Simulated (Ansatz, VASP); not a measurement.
**NaBe2 in VASP and in Ansatz**

```
Na Be
1.0
     3.84152    0.00000    0.00000
     0.00000    3.84152    0.00000
     0.00000    0.00000    4.15763
Na Be
1 2
Direct
  0.50000 0.50000 0.00000
  0.00000 0.00000 0.25329
  0.00000 0.00000 0.74671
```

Alike in both runs: task relaxation of cell and atoms; functional PBE; k mesh 12 × 12 × 12; occupations gaussian, width 0.1 eV; no spin polarisation.

|  | VASP | Ansatz |
| --- | --- | --- |
| version | VASP 6.6.1 | Ansatz 0.2.0 |
| potentials or method | VASP PAW PBE potentials, release 64 (Na_pv, Be), cutoff 600 eV | scalar-relativistic, plane waves, PAW |
| valence electrons in the cell | 11 | 13 |

```tsv
	VASP	Ansatz	Ansatz less VASP
gap on the k mesh at the Fermi level, each at its own relaxed structure (eV)	none	none	-
relaxed volume (Å³/atom)	20.44	20.33	-0.113
relaxed cell length with the largest relative difference (Å)	3.830	3.821	-0.0096
```

A gap of «none» marks a metal or a gap that the smearing closes. VASP's potentials hold 11 valence electrons a cell and Ansatz's 13, so a difference there can come from the potentials and not from the codes.
